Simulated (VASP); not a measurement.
# AlB3Sb4 (P-4m2) in VASP: single point with PBE

Aim: the single point of AlB3Sb4 with PBE.

Program: VASP 6.6.1. These are calculated values, not measurements. Logs are shortened: lines on timing, memory, paths and dates and some standing lists are left out, and cuts for length are marked.

## 1. The cell of the first run

The structure is tetragonal, space group P-4m2 (No. 115). The conventional cell has a = 3.852 Å, b = 3.852 Å, c = 11.150 Å, α = 90.00°, β = 90.00°, γ = 90.00°. B (site symmetry 2mm) has 4 Sb at 2.31 to 2.32 Å within 3.1 Å. B (site symmetry -4m2) has 4 Sb at 2.31 Å within 3.1 Å. Sb (site symmetry 2mm) has 4 B at 2.31 Å within 3.1 Å. Within 3.1 Å of Sb (site symmetry 2mm) lie 2 B at 2.32 Å and 2 Al at 2.59 Å. Within 3.4 Å of Al (site symmetry -4m2) lie 4 Sb at 2.59 Å.

## 2. Single point, PBE, non-collinear spin, zero start, spin-orbit coupling

Input file INCAR:

```
ALGO = Normal
EDIFF = 1E-6
ENCUT = 500
GGA = PE
GGA_COMPAT = False
ISIF = 2
ISMEAR = -1
LASPH = True
LCHARG = False
LORBIT = 11
LORBMOM = True
LREAL = False
LSORBIT = True
LWAVE = False
MAGMOM = 0 0 0 0 0 0 0 0 0 0 0 0 0 0 0 0 0 0 0 0 0 0 0 0
NBANDS = 50
NELM = 200
PREC = Accurate
SIGMA = 0.02
```

Input file KPOINTS:

```
k-points
0
Gamma
  6 6 2
```

Input file POSCAR:

```
AlB3Sb4
1.0
    3.8519532502      0.0000000000      0.0000000000
    0.0000000000      3.8519532502      0.0000000000
    0.0000000000      0.0000000000     11.1500641747
B Sb Al
3 4 1
Direct
    0.0000000000      0.0000000000      0.7704703112
    0.5000000000      0.5000000000      0.0000000000
    0.0000000000      0.0000000000      0.2295296888
    0.0000000000      0.5000000000      0.8850700961
    0.5000000000      0.0000000000      0.1149299039
    0.0000000000      0.5000000000      0.3449741293
    0.5000000000      0.0000000000      0.6550258707
    0.5000000000      0.5000000000      0.5000000000
```

Potentials or basis: VASP PAW PBE potentials, release 64 (B, Sb, Al).

Launch:

```
$ cat potpaw_PBE.64/B/POTCAR potpaw_PBE.64/Sb/POTCAR potpaw_PBE.64/Al/POTCAR > POTCAR
$ mpirun -np 1 vasp_ncl > vasp.out
```

OUTCAR:

```text
EDIFF = 1E-6
   ENCUT = 500
   GGA = PE
   ISIF = 2
   ISMEAR = -1
   LASPH = True
   LORBIT = 11
   LREAL = False
   LSORBIT = True
   NELM = 200
   PREC = Accurate

 ion  position               nearest neighbor table
   1  0.000  0.000  0.770-   4 2.31   4 2.31   7 2.32   7 2.32
   2  0.500  0.500  0.000-   4 2.31   5 2.31   5 2.31   4 2.31
   3  0.000  0.000  0.230-   5 2.31   5 2.31   6 2.32   6 2.32
   4  0.000  0.500  0.885-   1 2.31   1 2.31   2 2.31   2 2.31   5 3.74   5 3.74   5 3.74   5 3.74
                             7 3.74   7 3.74   7 3.74   7 3.74
   5  0.500  0.000  0.115-   3 2.31   3 2.31   2 2.31   2 2.31   4 3.74   4 3.74   4 3.74   4 3.74
                             6 3.74   6 3.74   6 3.74   6 3.74
   6  0.000  0.500  0.345-   3 2.32   3 2.32   8 2.59   8 2.59   5 3.74   5 3.74   5 3.74   5 3.74

   7  0.500  0.000  0.655-   1 2.32   1 2.32   8 2.59   8 2.59   4 3.74   4 3.74   4 3.74   4 3.74

   8  0.500  0.500  0.500-   6 2.59   7 2.59   7 2.59   6 2.59

  LATTYP: Found a simple tetragonal cell.
 ALAT       =     3.8519532502
 C/A-ratio  =     2.8946519987

  Lattice vectors:

 A1 = (   3.8519532502,   0.0000000000,   0.0000000000)
 A2 = (   0.0000000000,   3.8519532502,   0.0000000000)
 A3 = (   0.0000000000,   0.0000000000,  11.1500641747)

Analysis of symmetry for initial positions (statically):
=====================================================================
 Subroutine PRICEL returns:
 Original cell was already a primitive cell.

 Routine SETGRP: Setting up the symmetry group for a
 simple tetragonal supercell.

 Subroutine GETGRP returns: Found  8 space group operations
 (whereof  8 operations were pure point group operations)
 out of a pool of 16 trial point group operations.

The static configuration has the point symmetry D_2d.

Analysis of symmetry for dynamics (positions and initial velocities):
=====================================================================
 Subroutine PRICEL returns:
 Original cell was already a primitive cell.

 Routine SETGRP: Setting up the symmetry group for a
 simple tetragonal supercell.

 Subroutine GETGRP returns: Found  8 space group operations
 (whereof  8 operations were pure point group operations)
 out of a pool of 16 trial point group operations.

The dynamic configuration has the point symmetry D_2d.

Analysis of structural, dynamic, and magnetic symmetry:
=====================================================================
 Subroutine PRICEL returns:
 Original cell was already a primitive cell.

 Routine SETGRP: Setting up the symmetry group for a
 simple tetragonal supercell.

 Subroutine GETGRP returns: Found  8 space group operations
 (whereof  8 operations were pure point group operations)
 out of a pool of 16 trial point group operations.

The overall configuration has the point symmetry D_2d.

 Subroutine INISYM returns: Found  8 space group operations
 (whereof  8 operations are pure point group operations),
 and found     1 'primitive' translations

----------------------------------------------------------------------------------------

                                     Primitive cell

  volume of cell :     165.4396

  direct lattice vectors                    reciprocal lattice vectors
     3.851953250  0.000000000  0.000000000     0.259608551  0.000000000  0.000000000
     0.000000000  3.851953250  0.000000000     0.000000000  0.259608551  0.000000000
     0.000000000  0.000000000 11.150064175     0.000000000  0.000000000  0.089685582

  length of vectors
     3.851953250  3.851953250 11.150064175     0.259608551  0.259608551  0.089685582

  position of ions in fractional coordinates (direct lattice)
     0.000000000  0.000000000  0.770470311
     0.500000000  0.500000000  0.000000000
     0.000000000  0.000000000  0.229529689
     0.000000000  0.500000000  0.885070096
     0.500000000  0.000000000  0.114929904
     0.000000000  0.500000000  0.344974129
     0.500000000  0.000000000  0.655025871
     0.500000000  0.500000000  0.500000000

  ion indices of the primitive-cell ions
   primitive index   ion index
                 1           1
                 2           2
                 3           3
                 4           4
                 5           5
                 6           6
                 7           7
                 8           8

----------------------------------------------------------------------------------------

 KPOINTS: k-points

Automatic generation of k-mesh.
[... 102 lines left out ...]

 Free energy of the ion-electron system (eV)
  ---------------------------------------------------
  ext. energy  EPLUGINS =         0.00000000
  ---------------------------------------------------
  free energy    TOTEN  =       -37.71855302 eV

  energy without entropy =      -37.71765744  energy(sigma->0) =      -37.71810523

 E-fermi :   7.2922     XC(G=0):  -9.6447

 val. band max:        7.2832879059   @ k =   0.0000   0.0000   0.0000
 cond. band min:       7.3110833336   @ k =   0.0000   0.0000   0.5000
 fundamental gap:      0.0277954277
 Fermi energy:         7.2921773021

 k-point     1 :       0.0000    0.0000    0.0000
  band No.  band energies     occupation
      1      -6.2129      1.00000
      2      -6.2129      1.00000
      3      -5.2623      1.00000
      4      -5.2623      1.00000
      5      -4.5676      1.00000
      6      -4.5676      1.00000
[... 929 lines left out ...]
     43       9.1229      0.00000
     44       9.1229      0.00000
 [bands above 44 left out]

------------------------ aborting loop because EDIFF is reached ----------------------------------------

  FORCE on cell =-STRESS in cart. coord.  units (eV):
  Direction    XX          YY          ZZ          XY          YZ          ZX
  --------------------------------------------------------------------------------------
  -------------------------------------------------------------------------------------
  Total        1.5892260      1.5892260      1.6802857      0.0000000     -0.0000000      0.0000000
  in kB       15.3906460     15.3906460     16.2725023      0.0000000     -0.0000000      0.0000000
  external PRESSURE =      15.6845981 kB  Pullay stress =       0.0000000 kB

 VOLUME and BASIS-vectors are now :
 -----------------------------------------------------------------------------
  energy-cutoff  :      500.00
  volume of cell :      165.44
      direct lattice vectors                 reciprocal lattice vectors
     3.851953250  0.000000000  0.000000000     0.259608551  0.000000000  0.000000000
     0.000000000  3.851953250  0.000000000     0.000000000  0.259608551  0.000000000
     0.000000000  0.000000000 11.150064175     0.000000000  0.000000000  0.089685582

 POSITION                                       TOTAL-FORCE (eV/Angst)
 -----------------------------------------------------------------------------------
      0.00000      0.00000      8.59079        -0.000000      0.000000     -0.007281
      1.92598      1.92598      0.00000        -0.000000     -0.000000      0.000000
      0.00000      0.00000      2.55927        -0.000000      0.000000      0.007281
      0.00000      1.92598      9.86859        -0.000000      0.000000      0.000850
      1.92598      0.00000      1.28148         0.000000     -0.000000     -0.000850
      0.00000      1.92598      3.84648        -0.000000      0.000000     -0.113615
      1.92598      0.00000      7.30358        -0.000000      0.000000      0.113615
      1.92598      1.92598      5.57503        -0.000000      0.000000      0.000000
 -----------------------------------------------------------------------------------
    total drift:                               -0.000000      0.000000     -0.000000

  FREE ENERGIE OF THE ION-ELECTRON SYSTEM (eV)
  ---------------------------------------------------
  free  energy   TOTEN  =       -37.7185530203 eV

  energy  without entropy=      -37.7176574384  energy(sigma->0) =      -37.71810523

 orbital moment (x)

 # of ion     p       d       tot
 ----------------------------------------
  1         0.000   0.000   0.000
  2         0.000   0.000   0.000
  3         0.000   0.000   0.000
  4         0.000   0.000   0.000
  5         0.000   0.000   0.000
  6         0.000   0.000   0.000
  7         0.000   0.000   0.000
  8         0.000   0.000   0.000
 ----------------------------------------
            0.000   0.000   0.000

 orbital moment (y)

 # of ion     p       d       tot
 ----------------------------------------
  1         0.000   0.000   0.000
  2        -0.000   0.000  -0.000
  3         0.000   0.000   0.000
  4         0.000   0.000   0.000
  5         0.000   0.000   0.000
  6         0.000   0.000   0.000
  7         0.000   0.000   0.000
  8        -0.000   0.000  -0.000
 ----------------------------------------
            0.000   0.000   0.000

 orbital moment (z)

 # of ion     p       d       tot
 ----------------------------------------
  1         0.000   0.000   0.000
  2         0.000   0.000   0.000
  3         0.000   0.000   0.000
  4         0.000   0.000   0.000
  5         0.000   0.000   0.000
  6         0.000   0.000   0.000
  7         0.000  -0.000  -0.000
  8         0.000   0.000   0.000
 ----------------------------------------
            0.000  -0.000   0.000

 Spin-Orbit-Coupling matrix elements

 Ion:    1  E_soc:     -0.0000208
 l=   1
     0.0000000    -0.0000035    -0.0000040
    -0.0000035     0.0000000    -0.0000029
    -0.0000040    -0.0000029     0.0000000
 l=   2
     0.0000000     0.0000000     0.0000000     0.0000000     0.0000000
     0.0000000     0.0000000     0.0000000     0.0000000     0.0000000
     0.0000000     0.0000000     0.0000000     0.0000000     0.0000000
     0.0000000     0.0000000     0.0000000     0.0000000     0.0000000
     0.0000000     0.0000000     0.0000000     0.0000000     0.0000000
 l=   3
     0.0000000     0.0000000     0.0000000     0.0000000     0.0000000     0.0000000     0.0000000
     0.0000000     0.0000000     0.0000000     0.0000000     0.0000000     0.0000000     0.0000000
     0.0000000     0.0000000     0.0000000     0.0000000     0.0000000     0.0000000     0.0000000
     0.0000000     0.0000000     0.0000000     0.0000000     0.0000000     0.0000000     0.0000000
[... 129 lines left out ...]
 l=   2
     0.0000000     0.0000000     0.0000000     0.0000000     0.0000000
     0.0000000     0.0000000     0.0000000     0.0000000     0.0000000
     0.0000000     0.0000000     0.0000000     0.0000000     0.0000000
     0.0000000     0.0000000     0.0000000     0.0000000     0.0000000
     0.0000000     0.0000000     0.0000000     0.0000000     0.0000000
 l=   3
     0.0000000     0.0000000     0.0000000     0.0000000     0.0000000     0.0000000     0.0000000
     0.0000000     0.0000000     0.0000000     0.0000000     0.0000000     0.0000000     0.0000000
     0.0000000     0.0000000     0.0000000     0.0000000     0.0000000     0.0000000     0.0000000
     0.0000000     0.0000000     0.0000000     0.0000000     0.0000000     0.0000000     0.0000000
     0.0000000     0.0000000     0.0000000     0.0000000     0.0000000     0.0000000     0.0000000
     0.0000000     0.0000000     0.0000000     0.0000000     0.0000000     0.0000000     0.0000000
     0.0000000     0.0000000     0.0000000     0.0000000     0.0000000     0.0000000     0.0000000

 total charge

# of ion       s       p       d       tot
------------------------------------------
    1        0.658   1.032   0.000   1.690
    2        0.657   1.051   0.000   1.708
    3        0.658   1.032   0.000   1.690
    4        1.090   1.330   0.066   2.486
    5        1.090   1.330   0.066   2.486
    6        1.096   1.415   0.047   2.558
    7        1.096   1.415   0.047   2.558
    8        0.421   0.411   0.000   0.833
--------------------------------------------------
tot          6.768   9.016   0.226  16.010

 magnetization (x)

# of ion       s       p       d       tot
------------------------------------------
    1        0.000   0.000   0.000   0.000
    2        0.000   0.000   0.000   0.000
    3        0.000   0.000   0.000   0.000
    4        0.000   0.000   0.000   0.000
    5        0.000   0.000   0.000   0.000
    6        0.000   0.000   0.000   0.000
    7        0.000   0.000   0.000   0.000
    8        0.000   0.000   0.000   0.000
--------------------------------------------------
tot          0.000   0.000   0.000   0.000

 magnetization (y)

# of ion       s       p       d       tot
------------------------------------------
    1        0.000   0.000   0.000   0.000
    2        0.000   0.000   0.000   0.000
    3        0.000   0.000   0.000   0.000
    4        0.000   0.000   0.000   0.000
    5        0.000   0.000   0.000   0.000
    6        0.000   0.000   0.000   0.000
    7        0.000   0.000  -0.000  -0.000
    8        0.000   0.000   0.000   0.000
--------------------------------------------------
tot          0.000   0.000   0.000   0.000

 magnetization (z)

# of ion       s       p       d       tot
------------------------------------------
    1        0.000   0.000   0.000   0.000
    2        0.000   0.000   0.000   0.000
    3        0.000   0.000   0.000   0.000
    4        0.000   0.000  -0.000   0.000
    5        0.000   0.000   0.000   0.000
    6        0.000   0.000   0.000   0.000
    7        0.000   0.000   0.000   0.000
    8       -0.000   0.000   0.000  -0.000
--------------------------------------------------
tot          0.000   0.000  -0.000   0.000
```

Run time: 7.6 min. Hardware: 1 thread of Intel Xeon 8259CL, shared host; peak memory 0.59 GiB.

Results:

| Property | Result |
| --- | --- |
| Free energy | -37.7186 eV |
| Pressure | 1.6 GPa |
| Largest force | 0.114 eV/Å |
| Net moment | 0.00 μB per cell |
| Valence electrons inside the program's atomic spheres | B 1.69, 1.71 (each value once); Sb 2.49, 2.56 (each value once); Al 0.83 |

Forces on the atoms (eV/Å):
```
B    0.000  0.000 -0.007
B    0.000  0.000  0.000
B    0.000  0.000  0.007
Sb   0.000  0.000  0.001
Sb   0.000  0.000 -0.001
Sb   0.000  0.000 -0.114
Sb   0.000  0.000  0.114
Al   0.000  0.000  0.000
```

Moments on the atoms (μB; x, y, z):
```
B   0.00 0.00 0.00
B   0.00 0.00 0.00
B   0.00 0.00 0.00
Sb  0.00 0.00 0.00
Sb  0.00 0.00 0.00
Sb  0.00 0.00 0.00
Sb  0.00 0.00 0.00
Al  0.00 0.00 0.00
```
